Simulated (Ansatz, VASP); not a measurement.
## Two plane-wave programs on H24CO11

```
O H C
1.0
     7.15960    0.00000    0.00000
     0.00000    7.15960    0.00000
     0.00000    0.00000    7.15960
O H C
11 24 1
Direct
  0.50851 0.21741 0.95523
  0.21310 0.96874 0.52254
  0.90116 0.42965 0.41883
  0.82528 0.10597 0.20693
  0.68270 0.78160 0.36427
  0.03688 0.82555 0.01715
  0.36372 0.64937 0.74706
  0.37650 0.89560 0.16232
  0.72750 0.89859 0.72873
  0.82168 0.28485 0.77298
  0.27354 0.34700 0.52015
  0.61737 0.25983 0.87649
  0.41688 0.31768 0.94176
  0.26150 0.87031 0.60545
  0.26471 0.93880 0.39827
  0.87889 0.31595 0.34218
  0.03893 0.43207 0.43046
  0.77963 0.99402 0.27551
  0.71593 0.14876 0.13583
  0.57167 0.78178 0.28141
  0.75477 0.66634 0.34412
  0.98265 0.80346 0.89447
  0.96769 0.93471 0.06398
  0.49969 0.64748 0.73772
  0.32250 0.53675 0.67769
  0.41648 0.00727 0.09296
  0.26545 0.85003 0.09112
  0.60832 0.94075 0.78006
  0.70115 0.86196 0.59792
  0.84205 0.34673 0.65068
  0.83769 0.15164 0.74359
  0.52166 0.47357 0.44298
  0.23883 0.21472 0.54632
  0.53955 0.22885 0.48781
  0.43429 0.31051 0.27555
  0.45170 0.33863 0.42538
```

Alike in both runs: functional PBE; dispersion D3(BJ); k mesh 1 × 1 × 1; occupations fermi-dirac, width 0.02 eV; no spin polarisation.

Ansatz relaxed the structure, and its values are those at the end. VASP's run is a single point on that final structure, the one shown.

|  | VASP | Ansatz |
| --- | --- | --- |
| version | VASP 6.6.1 | Ansatz 0.2.0 |
| potentials or method | VASP PAW PBE potentials, release 64 (O_h, H_h, C_h), cutoff 1000 eV | scalar-relativistic, plane waves, PAW |
| valence electrons in the cell | 94 | 94 |

```csv
,VASP,Ansatz,Ansatz less VASP
rms of the force components (eV/Å),0.079,0.079,+0.0001
```
